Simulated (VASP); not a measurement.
A run of VASP 6.6.1 is set up as follows.

File INCAR:

```
SYSTEM = BN
PREC     = Accurate       ! precision mode
ENCUT    = 520            ! plane-wave cutoff, eV
EDIFF    = 1E-7           ! SCF threshold, eV
ISMEAR   = 0              ! smearing method
SIGMA    = 0.05           ! smearing width, eV
LREAL    = .False.        ! projectors in reciprocal space
LASPH    = .True.         ! aspherical terms in the spheres
NELM     = 100            ! most SCF steps
ALGO     = Normal         ! electronic algorithm
ISIF     = 2              ! what is computed and relaxed
LWAVE    = .False.        ! write WAVECAR
LCHARG   = .False.        ! write CHGCAR
GGA      = CA             ! functional
NBANDS   = 16             ! bands
```

Contents of KPOINTS:

```
regular mesh
0
Gamma
  12 12 4
  0 0 0
```

POSCAR

```
BN
1.0
    2.5080602132      0.0000000000      0.0000000000
   -1.2540301066      2.1720438588      0.0000000000
    0.0000000000      0.0000000000      6.5467160074
B N
2 2
Direct
    0.3333333333      0.6666666667      0.2500000000
    0.6666666667      0.3333333333      0.7500000000
    0.3333333333      0.6666666667      0.7500000000
    0.6666666667      0.3333333333      0.2500000000
```

Potentials or basis: VASP PAW LDA potentials, release 64 (B, N).

The run is started by

```bash
$ cat potpaw_LDA.64/B/POTCAR potpaw_LDA.64/N/POTCAR > POTCAR
$ mpirun -np 1 vasp_std > vasp.out
```

**Question.** What does it give for the band gap on the k mesh?

**Answer.** 4.03 eV, indirect (least direct gap 4.44 eV).

**Question.** Predict the pressure.

**Answer.** -5.2 GPa.

Stress tensor (GPa, compression positive):
```
-7.63  0.00  0.00
 0.00 -7.63  0.00
 0.00  0.00 -0.42
```

 A k mesh can miss the band edges.
